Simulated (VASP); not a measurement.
# Au in VASP: further runs

The runs below take Au through single point, with PBE.

All numbers are computed with VASP 6.6.1; they aren't measurements. Logs are shortened: lines on timing, memory, paths and dates and some standing lists are left out, and cuts for length are marked.

## 1. The cell of the first run

Symmetry: C2/m, No. 12, monoclinic system. Conventional cell: a = 2.947 Å, b = 4.955 Å, c = 2.879 Å, α = 90.00°, β = 120.47°, γ = 90.00°. Au (site symmetry 2/m) has 14 Au at 2.88 to 3.51 Å within 3.8 Å.

## 2. Single point, PBE

Contents of INCAR:

```
SYSTEM = Au
  PREC = Accurate
  ENCUT = 520
  EDIFF = 1E-6
  ISMEAR = 0
  SIGMA = 0.1
  LREAL = .FALSE.
  LASPH = .TRUE.
  NELM = 100
  ALGO = Normal
  ISIF = 2
  LWAVE = .FALSE.
  LCHARG = .TRUE.
  GGA = PE
  LELF = .TRUE.
  LVHAR = .TRUE.
  NBANDS = 12
```

Contents of KPOINTS:

```
regular mesh
0
G
  24 24 22
  0 0 0
```

Contents of POSCAR:

```
Au
1.0
    1.4731987352     -2.4775008282     -0.0159609748
    1.4731987352      2.4775008282     -0.0159609748
   -1.4327813273      0.0000000000      2.4966696892
Au
1
Direct
    0.0000000000      0.0000000000      0.0000000000
```

Potentials or basis: VASP PAW PBE potentials, release 64 (Au).

Command:

```console
> cat potpaw_PBE.64/Au/POTCAR > POTCAR
> mpirun -np 1 vasp_std > vasp.out
```

OUTCAR:

```text
SYSTEM = Au
   PREC = Accurate
   ENCUT = 520
   EDIFF = 1E-6
   ISMEAR = 0
   LREAL = .FALSE.
   LASPH = .TRUE.
   NELM = 100
   ISIF = 2
   GGA = PE

 ion  position               nearest neighbor table
   1  0.000  0.000  0.000-

  LATTYP: Found a base centered monoclinic cell.
 ALAT       =     2.9465703902
 B/A-ratio  =     1.6816165916
 C/A-ratio  =     0.9769255284
 COS(beta)  =    -0.5071060160

  Lattice vectors:

 A1 = (   1.4731987352,  -2.4775008282,  -0.0159609748)
 A2 = (   1.4731987352,   2.4775008282,  -0.0159609748)
 A3 = (  -1.4327813273,   0.0000000000,   2.4966696892)

Analysis of symmetry for initial positions (statically):
=====================================================================
 Subroutine PRICEL returns:
 Original cell was already a primitive cell.

 Routine SETGRP: Setting up the symmetry group for a
 base centered monoclinic supercell.

 Subroutine GETGRP returns: Found  4 space group operations
 (whereof  4 operations were pure point group operations)
 out of a pool of  4 trial point group operations.

The static configuration has the point symmetry C_2h.

Analysis of symmetry for dynamics (positions and initial velocities):
=====================================================================
 Subroutine PRICEL returns:
 Original cell was already a primitive cell.

 Routine SETGRP: Setting up the symmetry group for a
 base centered monoclinic supercell.

 Subroutine GETGRP returns: Found  4 space group operations
 (whereof  4 operations were pure point group operations)
 out of a pool of  4 trial point group operations.

The dynamic configuration has the point symmetry C_2h.

 Subroutine INISYM returns: Found  4 space group operations
 (whereof  4 operations are pure point group operations),
 and found     1 'primitive' translations

----------------------------------------------------------------------------------------

                                     Primitive cell

  volume of cell :      18.1116

  direct lattice vectors                    reciprocal lattice vectors
     1.473198735 -2.477500828 -0.015960975     0.341520934 -0.201816280  0.195991011
     1.473198735  2.477500828 -0.015960975     0.341520934  0.201816280  0.195991011
    -1.432781327  0.000000000  2.496669689     0.004366622  0.000000000  0.403039465

  length of vectors
     2.882460688  2.882460688  2.878579835     0.442469022  0.442469022  0.403063119

  position of ions in fractional coordinates (direct lattice)
     0.000000000  0.000000000  0.000000000

  ion indices of the primitive-cell ions
   primitive index   ion index
                 1           1

----------------------------------------------------------------------------------------

 KPOINTS: regular mesh

Automatic generation of k-mesh.
 Grid dimensions read from file:
 generate k-points for:   24   24   22

 Generating k-lattice:

  Cartesian coordinates                     Fractional coordinates (reciprocal lattice)
     0.014230039 -0.008409012  0.008166292     0.041666667  0.000000000  0.000000000
     0.014230039  0.008409012  0.008166292     0.000000000  0.041666667  0.000000000
     0.000198483  0.000000000  0.018319976     0.000000000  0.000000000  0.045454545

  Length of vectors
     0.018436209  0.018436209  0.018321051

  Shift w.r.t. Gamma in fractional coordinates (k-lattice)
     0.000000000  0.000000000  0.000000000

 Subroutine IBZKPT returns following result:
 ===========================================

 Found   3314 irreducible k-points:

 Following reciprocal coordinates:
            Coordinates               Weight
  0.000000  0.000000  0.000000      1.000000
  0.041667  0.000000  0.000000      4.000000
  0.083333 -0.000000  0.000000      4.000000
  0.125000 -0.000000 -0.000000      4.000000
  0.166667  0.000000 -0.000000      4.000000
  0.208333  0.000000  0.000000      4.000000
[... 16 lines left out ...]
  0.416667  0.041667  0.000000      4.000000
  0.458333  0.041667  0.000000      4.000000
 [... further k-points ...]
   k-points           NKPTS =   3314   k-points in BZ     NKDIM =   3314   number of bands    NBANDS=     12
   number of dos      NEDOS =    301   number of ions     NIONS =      1
   total plane-waves  NPLWV =  13824
   dimension x,y,z NGX =    24 NGY =   24 NGZ =   24
   dimension x,y,z NGXF=    48 NGYF=   48 NGZF=   48
   ions per type =               1
   NGX,Y,Z   is equivalent  to a cutoff of  13.84, 13.84, 13.86 a.u.
   NGXF,Y,Z  is equivalent  to a cutoff of  27.68, 27.68, 27.72 a.u.
 SYSTEM =  Au
   PREC   = accura    normal or accurate (medium, high low for compatibility)
   ISTART =      0    job   : 0-new  1-cont  2-samecut
   ICHARG =      2    charge: 1-file 2-atom 10-const
   ISPIN  =      1    spin polarized calculation?
   LNONCOLLINEAR =      F non collinear calculations
   LSORBIT =      F    spin-orbit coupling
   LASPH  =      T    aspherical Exc in radial PAW
   ENCUT  =  520.0 eV  38.22 Ry    6.18 a.u.   5.36  5.36  5.35*2*pi/ulx,y,z
   NELM   =    100;   NELMIN=  2; NELMDL= -5     # of ELM steps
   EDIFF  = 0.1E-05   stopping-criterion for ELM
   LREAL  =      F    real-space projection
   EDIFFG = 0.1E-04   stopping-criterion for IOM
   NSW    =      0    number of steps for IOM
   IBRION =     -1    ionic relax: 0-MD 1-quasi-New 2-CG
   NFREE  =      0    steps in history (QN), initial steepest desc. (CG)
   ISIF   =      2    stress and relaxation
   ISYM   =      2    0-nonsym 1-usesym 2-fastsym
   POTIM  = 0.5000    time-step for ionic-motion
   TEBEG  =    0.0;   TEEND  =   0.0 temperature during run
   PSTRESS=    0.0 pullay stress
   NELECT =      11.0000    total number of electrons
   NUPDOWN=      -1.0000    fix difference up-down
   EMIN   =  10.00;   EMAX   =-10.00  energy-range for DOS
   EFERMI =   0.00;   METHOD = LEGACY
   ISMEAR =     0;   SIGMA  =   0.10  broadening in eV -4-tet -1-fermi 0-gaus
   EFERMI_NEDOS =   21; number of points for ismear=-14 and -15
   IALGO  =     38    algorithm
   IMIX   =      4    mixing-type and parameters
     AMIX     =   0.40;   BMIX     =  1.00
     AMIX_MAG =   1.60;   BMIX_MAG =  1.00
  volume/ion in A,a.u.               =      18.11       122.22
  Fermi-wavevector in a.u.,A,eV,Ry     =   1.386394  2.619904 26.151583  1.922087
  Thomas-Fermi vector in A             =   2.510714
   LORBIT       =      0    0 simple, 1 ext, 2 COOP (PROOUT), +10 PAW based schemes
   GGA     = PE    functional components
   LHFCALC =     F    Hartree Fock is set to
   AEXX    =    0.0000 exact exchange contribution
   IVDW    =     0    specifies the selected vdW correction
   LEPSILON=     F    determine dielectric tensor
   LRPA    =     F    only Hartree local field effects (RPA)
 non-spin polarized calculation
 Gauss-broadening in eV      SIGMA  =   0.10
  energy-cutoff  :      520.00
  volume of cell :       18.11
 maximum number of plane-waves:       517
 NGX is ok and might be reduce to    24
   NGX = 11   NGY = 11   NGZ = 11

 number of electron      11.0000000 magnetization

 Free energy of the ion-electron system (eV)
  ---------------------------------------------------
  ext. energy  EPLUGINS =         0.00000000
  ---------------------------------------------------
  free energy    TOTEN  =        -3.20854276 eV

  energy without entropy =       -3.20705161  energy(sigma->0) =       -3.20779718

 E-fermi :   8.5434     XC(G=0): -12.3480

 val. band max:        8.5427861739   @ k =  -0.3750   0.4167   0.2727
 cond. band min:       8.5452949765   @ k =   0.5000   0.4167   0.1364
 fundamental gap:      0.0025088026
 Fermi energy:         8.5434133246

 k-point     1 :       0.0000    0.0000    0.0000
  band No.  band energies     occupation
      1      -0.7383      2.00000
      2       3.3394      2.00000
      3       4.4762      2.00000
      4       4.4910      2.00000
      5       4.7601      2.00000
      6       6.1485      2.00000
      7      23.7712      0.00000
      8      23.8072      0.00000
      9      27.5316      0.00000
     10      30.6077      0.00000
     11      30.6279      0.00000
     12      31.8640      0.00000

 k-point     2 :       0.0417    0.0000    0.0000
  band No.  band energies     occupation
      1      -0.6722      2.00000
      2       3.3569      2.00000
      3       4.4671      2.00000
      4       4.4848      2.00000
      5       4.7795      2.00000
      6       6.1270      2.00000
      7      23.8197      0.00000
      8      23.8725      0.00000
      9      27.3683      0.00000
     10      30.0427      0.00000
     11      30.4335      0.00000
     12      32.0828      0.00000

 k-point     3 :       0.0833   -0.0000    0.0000
  band No.  band energies     occupation
      1      -0.4763      2.00000
      2       3.3978      2.00000
      3       4.4247      2.00000
      4       4.4872      2.00000
      5       4.8461      2.00000
      6       6.0674      2.00000
      7      23.9159      0.00000
      8      24.0868      0.00000
      9      26.8022      0.00000
     10      29.3129      0.00000
     11      29.9079      0.00000
     12      31.8521      0.00000
[... 286 lines left out ...]
 k-point    23 :       0.4167    0.0417    0.0000
  band No.  band energies     occupation
      1       1.8950      2.00000
      2       2.7150      2.00000
      3       5.4449      2.00000
      4       6.4512      2.00000
      5       6.7030      2.00000
      6       7.9215      2.00000
      7      13.4453      0.00000
      8      20.3350      0.00000
      9      21.1038      0.00000
     10      28.0421      0.00000
     11      29.2228      0.00000
     12      30.7536      0.00000

 k-point    24 :       0.4583    0.0417    0.0000
  band No.  band energies     occupation
      1       1.8759      2.00000
      2       2.6816      2.00000
      3       5.4592      2.00000
      4       6.5449      2.00000
      5       6.8349      2.00000
      6       8.6697      0.07412
      7      12.4381      0.00000
      8      20.1373      0.00000
      9      20.8242      0.00000
     10      28.1653      0.00000
     11      29.3678      0.00000
     12      30.7160      0.00000

 [... further k-points ...]

------------------------ aborting loop because EDIFF is reached ----------------------------------------

  FORCE on cell =-STRESS in cart. coord.  units (eV):
  Direction    XX          YY          ZZ          XY          YZ          ZX
  --------------------------------------------------------------------------------------
  -------------------------------------------------------------------------------------
  Total       -0.0275475     -0.0228368     -0.0244888      0.0000000      0.0000000     -0.0003108
  in kB       -2.4368845     -2.0201713     -2.1663120      0.0000000      0.0000000     -0.0274895
  external PRESSURE =      -2.2077893 kB  Pullay stress =       0.0000000 kB

 VOLUME and BASIS-vectors are now :
 -----------------------------------------------------------------------------
  energy-cutoff  :      520.00
  volume of cell :       18.11
      direct lattice vectors                 reciprocal lattice vectors
     1.473198735 -2.477500828 -0.015960975     0.341520934 -0.201816280  0.195991011
     1.473198735  2.477500828 -0.015960975     0.341520934  0.201816280  0.195991011
    -1.432781327  0.000000000  2.496669689     0.004366622  0.000000000  0.403039465

 POSITION                                       TOTAL-FORCE (eV/Angst)
 -----------------------------------------------------------------------------------
      0.00000      0.00000      0.00000         0.000000      0.000000      0.000000
 -----------------------------------------------------------------------------------
    total drift:                                0.000000     -0.000000      0.000000

  FREE ENERGIE OF THE ION-ELECTRON SYSTEM (eV)
  ---------------------------------------------------
  free  energy   TOTEN  =        -3.2085427580 eV

  energy  without entropy=       -3.2070516103  energy(sigma->0) =       -3.20779718
```

It took 5.7 min on 1 thread of Intel Xeon Platinum 8259CL at 2.50GHz (Skylake/Cascade Lake), shared host; peak memory 0.76 GiB.

Results:

| Item | Value |
| --- | --- |
| Free energy | -3.2085 eV |
| Pressure | -0.2 GPa |

Caveat: spin-orbit coupling is left out, which moves the levels of the heavy elements.

(Continued in part 2 of 2.)
